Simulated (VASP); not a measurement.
# Mg7Te (P6_3/mmc) in VASP: further runs, part 2 of 2

VASP 6.6.1.

### 3 Single point, PBE

This run uses another cell than the first one, of 23.57 Å³/atom.

Input file INCAR:

```
ALGO = Fast
EDIFF = 1E-6
ENCUT = 520
GGA = PE
ISIF = 2
ISMEAR = 0
LASPH = T
LCHARG = F
LREAL = Auto
LWAVE = F
NBANDS = 34
NELM = 80
PREC = Accurate
SIGMA = 0.1
```

Input file KPOINTS:

```
k-points
0
Gamma
  6 6 4
```

Input file POSCAR:

```
Mg7Te
1.0
    6.3306468385      0.0000000000      0.0000000000
   -3.1653234193      5.4825009846      0.0000000000
    0.0000000000      0.0000000000     10.8653207135
Mg Te
14 2
Direct
    0.5000000000      0.5000000000      0.0000000000
    0.8310930225      0.6621860449      0.7500000000
    0.8310930225      0.1689069775      0.7500000000
    0.1689069775      0.8310930225      0.2500000000
    0.6621860449      0.8310930225      0.2500000000
    0.5000000000      0.0000000000      0.5000000000
    0.6666666667      0.3333333333      0.2500000000
    0.5000000000      0.0000000000      0.0000000000
    0.5000000000      0.5000000000      0.5000000000
    0.0000000000      0.5000000000      0.5000000000
    0.1689069775      0.3378139551      0.2500000000
    0.0000000000      0.5000000000      0.0000000000
    0.3378139551      0.1689069775      0.7500000000
    0.3333333333      0.6666666667      0.7500000000
    0.0000000000      0.0000000000      0.5000000000
    0.0000000000      0.0000000000      0.0000000000
```

Potentials or basis: VASP PAW PBE potentials, release 64 (Mg, Te).

Started as:

```bash
cat potpaw_PBE.64/Mg/POTCAR potpaw_PBE.64/Te/POTCAR > POTCAR
mpirun -np 1 vasp_std > vasp.out
```

OUTCAR:

```text
EDIFF = 1E-6
   ENCUT = 520
   GGA = PE
   ISIF = 2
   ISMEAR = 0
   LASPH = T
   LREAL = Auto
   NELM = 80
   PREC = Accurate

 ion  position               nearest neighbor table
   1  0.500  0.500  0.000-  12 3.17  12 3.17  16 3.17  16 3.17   8 3.17   8 3.17  11 3.27   2 3.27
                             5 3.27  13 3.27   7 3.27  14 3.27
   2  0.831  0.662  0.750-  13 3.12   3 3.12  14 3.17  14 3.17  13 3.21   3 3.21  10 3.27  12 3.27
                             1 3.27   9 3.27  15 3.29  16 3.29
   3  0.831  0.169  0.750-  13 3.12   2 3.12  14 3.17  14 3.17  13 3.21   2 3.21   8 3.27   6 3.27
                            12 3.27  10 3.27  15 3.29  16 3.29
   4  0.169  0.831  0.250-   5 3.12  11 3.12   7 3.17   7 3.17   5 3.21  11 3.21   8 3.27   6 3.27
                            10 3.27  12 3.27  15 3.29  16 3.29
   5  0.662  0.831  0.250-   4 3.12  11 3.12   7 3.17   7 3.17   4 3.21  11 3.21   8 3.27   6 3.27
                             9 3.27   1 3.27  15 3.29  16 3.29
   6  0.500  0.000  0.500-  15 3.17  15 3.17  10 3.17  10 3.17   9 3.17   9 3.17   5 3.27  13 3.27
                             3 3.27   4 3.27   7 3.27  14 3.27
   7  0.667  0.333  0.250-  11 3.17   5 3.17   4 3.17   4 3.17  11 3.17   5 3.17  10 3.27  12 3.27
                             8 3.27   6 3.27   9 3.27   1 3.27
   8  0.500  0.000  0.000-  16 3.17  16 3.17  12 3.17  12 3.17   1 3.17   1 3.17   5 3.27  13 3.27
                             4 3.27   3 3.27   7 3.27  14 3.27
   9  0.500  0.500  0.500-  10 3.17  10 3.17  15 3.17  15 3.17   6 3.17   6 3.17   2 3.27  11 3.27
                             5 3.27  13 3.27   7 3.27  14 3.27
  10  0.000  0.500  0.500-   9 3.17   9 3.17   6 3.17   6 3.17  15 3.17  15 3.17   2 3.27  11 3.27
                             4 3.27   3 3.27   7 3.27  14 3.27
  11  0.169  0.338  0.250-   5 3.12   4 3.12   7 3.17   7 3.17   5 3.21   4 3.21  12 3.27  10 3.27
                             9 3.27   1 3.27  16 3.29  15 3.29
  12  0.000  0.500  0.000-   1 3.17   1 3.17   8 3.17   8 3.17  16 3.17  16 3.17   2 3.27  11 3.27
                             3 3.27   4 3.27   7 3.27  14 3.27
  13  0.338  0.169  0.750-   3 3.12   2 3.12  14 3.17  14 3.17   3 3.21   2 3.21   6 3.27   8 3.27
                             1 3.27   9 3.27  16 3.29  15 3.29
  14  0.333  0.667  0.750-   2 3.17  13 3.17   3 3.17   3 3.17   2 3.17  13 3.17  12 3.27  10 3.27
                             8 3.27   6 3.27   9 3.27   1 3.27
  15  0.000  0.000  0.500-   6 3.17   6 3.17   9 3.17   9 3.17  10 3.17  10 3.17   3 3.29   4 3.29
                            13 3.29   5 3.29   2 3.29  11 3.29
[... 201 lines left out ...]
 maximum number of plane-waves:     10180
 NGX is ok and might be reduce to    48
   NGX = 23   NGY = 23   NGZ = 41

 number of electron      40.0000001 magnetization

 Free energy of the ion-electron system (eV)
  ---------------------------------------------------
  ext. energy  EPLUGINS =         0.00000000
  ---------------------------------------------------
  free energy    TOTEN  =       -28.69395268 eV

  energy without entropy =      -28.66615366  energy(sigma->0) =      -28.68005317

 E-fermi :   3.6806     XC(G=0):  -8.7207

 val. band max:        3.6798756189   @ k =   0.1667   0.0000   0.0000
 cond. band min:       3.6881280556   @ k =   0.3333   0.1667   0.0000
 fundamental gap:      0.0082524367
 Fermi energy:         3.6806103422

 k-point     1 :       0.0000    0.0000    0.0000
  band No.  band energies     occupation
      1      -8.3027      2.00000
      2      -8.2049      2.00000
      3      -2.5492      2.00000
      4      -2.0744      2.00000
      5      -0.7373      2.00000
      6      -0.7373      2.00000
[... 724 lines left out ...]
     31       6.7925      0.00000
     32       6.7943      0.00000
 [bands above 32 left out]

------------------------ aborting loop because EDIFF is reached ----------------------------------------

  FORCE on cell =-STRESS in cart. coord.  units (eV):
  Direction    XX          YY          ZZ          XY          YZ          ZX
  --------------------------------------------------------------------------------------
  -------------------------------------------------------------------------------------
  Total       -0.2050464     -0.2050464     -0.1891072      0.0000000      0.0000000      0.0000000
  in kB       -0.8711510     -0.8711510     -0.8034321      0.0000000      0.0000000      0.0000000
  external PRESSURE =      -0.8485780 kB  Pullay stress =       0.0000000 kB

 VOLUME and BASIS-vectors are now :
 -----------------------------------------------------------------------------
  energy-cutoff  :      520.00
  volume of cell :      377.11
      direct lattice vectors                 reciprocal lattice vectors
     6.330646838  0.000000000  0.000000000     0.157961742  0.091199254  0.000000000
    -3.165323419  5.482500985  0.000000000     0.000000000  0.182398508  0.000000000
     0.000000000  0.000000000 10.865320713     0.000000000  0.000000000  0.092035940

 POSITION                                       TOTAL-FORCE (eV/Angst)
 -----------------------------------------------------------------------------------
      1.58266      2.74125      0.00000        -0.000000      0.000000      0.000000
      3.16532      3.63044      8.14899         0.000000     -0.009155     -0.000000
      4.72671      0.92603      8.14899        -0.007928      0.004577      0.000000
     -1.56139      4.55647      2.71633         0.007928     -0.004577     -0.000000
      1.56139      4.55647      2.71633        -0.007928     -0.004577     -0.000000
      3.16532      0.00000      5.43266        -0.000000      0.000000      0.000000
[... 8 lines left out ...]
      0.00000      0.00000      5.43266        -0.000000      0.000000      0.000000
      0.00000      0.00000      0.00000        -0.000000      0.000000      0.000000
 -----------------------------------------------------------------------------------
    total drift:                               -0.000000     -0.000000      0.000000

  FREE ENERGIE OF THE ION-ELECTRON SYSTEM (eV)
  ---------------------------------------------------
  free  energy   TOTEN  =       -28.6939526815 eV

  energy  without entropy=      -28.6661536595  energy(sigma->0) =      -28.68005317
```

Wall time 11 min (1 thread of Intel Xeon 8259CL, shared host); peak memory 0.53 GiB.

Results:

```yaml
Free_energy: -28.6940 eV
Pressure: -0.1 GPa
Largest_force: 0.009 eV/Å
Band_gap_on_the_k_mesh: zero (bands 20 and 21 overlap by 1.27 eV)
```

Forces in eV/Å, atoms in the order of the input:
```
Mg   0.000  0.000  0.000
Mg   0.000 -0.009  0.000
Mg  -0.008  0.005  0.000
Mg   0.008 -0.005  0.000
Mg  -0.008 -0.005  0.000
Mg   0.000  0.000  0.000
Mg   0.000  0.000  0.000
Mg   0.000  0.000  0.000
Mg   0.000  0.000  0.000
Mg   0.000  0.000  0.000
Mg   0.000  0.009  0.000
Mg   0.000  0.000  0.000
Mg   0.008  0.005  0.000
Mg   0.000  0.000  0.000
Te   0.000  0.000  0.000
Te   0.000  0.000  0.000
```

Caveat: spin-orbit coupling is left out, which moves the levels of the heavy elements.

The gap in the log of VASP goes by the Fermi energy; the results here count the filled bands.